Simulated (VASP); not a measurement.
Cu, 5 atoms in the cell. The cell holds a slab with vacuum, 5 atoms: a = 2.534 Å, b = 2.534 Å, c = 23.225 Å, α = 90.00°, β = 90.00°, γ = 120.00°. 

| Item | Value |
| --- | --- |
| Program | VASP 6.6.1 |
| Task | single point |
| Functional | PBE |
| Potentials or basis | VASP PAW PBE potentials, release 64 (Cu) |
| Cutoff | 520 eV |
| k mesh | 12 × 12 × 1 |
| Occupations | fermi-dirac, width 0.05 eV |
| Spin | no spin polarisation |
| Dipole correction | yes |
| Further INCAR settings | ALGO = Normal; EDIFF = 1e-06; NBANDS = 36 |

Potentials or basis: VASP PAW PBE potentials, release 64 (Cu).

Launch:

```bash
$ cat potpaw_PBE.64/Cu/POTCAR > POTCAR
$ mpirun -np 1 vasp_std > vasp.out
```

Hardware: 1 thread of AMD EPYC 7R13 (shared host).

Estimate the wall time of this run.

Run time: 5.2 min on 1 thread of AMD EPYC 7R13 (shared host), peak memory 0.24 GiB. Counts: scf iterations 23, k points 19.
